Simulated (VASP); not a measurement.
Input of a VASP 6.6.1 run:

Contents of INCAR:

```
SYSTEM = HfTi3O8
ALGO = Normal
EDIFF = 1E-6
ENCUT = 520
GGA = PE
ISIF = 2
ISMEAR = 0
KPAR = 2
LASPH = .True.
LCHARG = .False.
LDAU = .True.
LDAUJ = 0 0 0
LDAUL = -1 2 -1
LDAUPRINT = 1
LDAUTYPE = 2
LDAUU = 0 4 0
LMAXMIX = 4
LREAL = .False.
LWAVE = .False.
NBANDS = 59
NELM = 150
PREC = Accurate
SIGMA = 0.02
```

Contents of KPOINTS:

```
k-points
0
Gamma
  8 8 4
  0 0 0
```

Contents of POSCAR:

```
HfTi3O8
1.0
    2.7379771683     -2.7386159378      0.0024409409
    2.7379771683      2.7386159378      0.0024409409
    0.0060761711      0.0000000000      9.8957295128
Hf Ti O
1 3 8
Direct
    0.1263051792      0.8736948208      0.5000000000
    0.6381793210      0.3618206790      0.0000000000
    0.1280743764      0.4037596127      0.2369257786
    0.5962403873      0.8719256236      0.7630742214
    0.6234255040      0.8736413024      0.9617394475
    0.1268910286      0.3735213474      0.4401727811
    0.6251398661      0.3727216906      0.8002011618
    0.1270547472      0.8717766281      0.2793243659
    0.1263586976      0.3765744960      0.0382605525
    0.6264786526      0.8731089714      0.5598272189
    0.6272783094      0.3748601339      0.1997988382
    0.1282233719      0.8729452528      0.7206756341
```

Potentials or basis: VASP PAW PBE potentials, release 64 (Hf_pv, Ti_sv, O).

The run is started by

```console
$ cat potpaw_PBE.64/Hf_pv/POTCAR potpaw_PBE.64/Ti_sv/POTCAR potpaw_PBE.64/O/POTCAR > POTCAR
$ mpirun -np 2 vasp_std > vasp.out
```

Estimate the largest force.

0.723 eV/Å.

Estimate the pressure.

4.5 GPa.

Forces in eV/Å, atoms in the order of the input:
```
Hf   0.000  0.026  0.000
Ti   0.000  0.353  0.000
Ti  -0.482 -0.475  0.180
Ti   0.482 -0.475 -0.180
O   -0.185 -0.168  0.198
O    0.004  0.002  0.322
O   -0.015 -0.015 -0.172
O    0.465  0.466  0.297
O    0.185 -0.168 -0.198
O   -0.004  0.002 -0.322
O    0.015 -0.015  0.172
O   -0.465  0.466 -0.297
```

Caveat: the cell stands under pressure.
